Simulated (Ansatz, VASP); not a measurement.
## LiH in VASP and in Ansatz

```
Li H
1.0
     0.00000    1.99517    1.99517
     1.99517    0.00000    1.99517
     1.99517    1.99517    0.00000
Li H
1 1
Cartesian
  0.0000 0.0000 0.0000
  1.9952 1.9952 1.9952
```

Alike in both runs: task single point; functional HSE06; k mesh 6 × 6 × 6; occupations fermi-dirac, width 0.05 eV; no spin polarisation.

```csv
,VASP,Ansatz
version,VASP 6.6.1,Ansatz 0.2.0
potentials or method,"VASP PAW PBE potentials, release 64 (Li_sv, H)",Ansatz PAW
plane-wave cutoff (eV),520,420
valence electrons in the cell,4,4
```

Ansatz gave:

* gap on the k mesh at the Fermi level (eV): 3.97
* least direct gap on the mesh (eV): 3.97

**Question.** Which values does VASP return?

**Answer.** gap on the k mesh at the Fermi level (eV): 3.96; least direct gap on the mesh (eV): 3.96.

With one functional, cell and mesh, what is left measures potentials, basis and numerics.

The k mesh is coarse, so the values compare programs but aren't converged. Noted on VASP's run: the cutoff is short for stress, so the pressure is rough.
